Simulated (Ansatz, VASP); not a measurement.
TaRu in VASP and in Ansatz

```xyz
2
Lattice="3.2289 0.0000 0.0000 0.0000 3.2289 0.0000 0.0000 0.0000 3.2289" Properties=species:S:1:pos:R:3 pbc="T T T"
Ta    1.6145    1.6145    1.6145
Ru    0.0000    0.0000    0.0000
```

Change from the starting cell: volume scaled by 1.04.

Alike in both runs: task single point; functional LDA; k mesh 13 × 13 × 13; occupations fermi-dirac, width 0.03 eV; no spin polarisation.

|  | VASP | Ansatz |
| --- | --- | --- |
| version | VASP 6.6.1 | Ansatz 0.2.0 |
| potentials or method | VASP PAW LDA potentials, release 64 (Ta_pv, Ru_pv), cutoff 520 eV | all-electron LAPW, scalar-relativistic |

```tsv
	VASP	Ansatz	Ansatz less VASP
pressure (GPa)	-23.2	-23.8	-0.52
```

LDA's correlation is that of Perdew and Zunger in VASP and of Perdew and Wang (1992) in Ansatz. Ansatz ran all-electron here, and VASP with PAW potentials.

Spin-orbit coupling is off throughout.
